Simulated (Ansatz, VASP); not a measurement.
## Two plane-wave programs on C

```
C
1.0
     2.45766    0.00000    0.00000
    -1.22883    2.12839    0.00000
     0.00000    0.00000    3.52948
C
2
Cartesian
  0.0000 1.4189 -0.0313
  1.2288 0.7095 0.0313
```

Change from the starting cell: mode 4 frozen in at -0.031 Å and mode 5 at +0.000 Å (largest displacements).

Alike in both runs: task single point; functional PBEsol; dispersion D3(BJ); k mesh 21 × 21 × 12; occupations gaussian, width 0.15 eV; no spin polarisation.

|  | VASP | Ansatz |
| --- | --- | --- |
| version | VASP 6.6.1 | Ansatz 0.2.0 |
| potentials or method | VASP PAW PBE potentials, release 64 (C), cutoff 520 eV | scalar-relativistic, plane waves, PAW |
| valence electrons in the cell | 8 | 8 |

VASP gave:

| Property | Result |
| --- | --- |
| gap on the k mesh at the Fermi level (eV) | none |
| pressure (GPa) | 0.5 |
| traceless stress, the component that is largest in VASP (GPa) | -1.13 |
| rms of the force components (eV/Å) | 0.608 |

Q: Estimate Ansatz's values.

A: gap on the k mesh at the Fermi level (eV): none; pressure (GPa): -0.2; traceless stress, the component that is largest in VASP (GPa): -0.35; rms of the force components (eV/Å): 0.612.

VASP's potentials were made for PBE, not for PBEsol, and Ansatz warns of the same on its side. Atom by atom the forces differ by 0.003 eV/Å (rms over components). A gap of «none» marks a metal or a gap that the smearing closes.
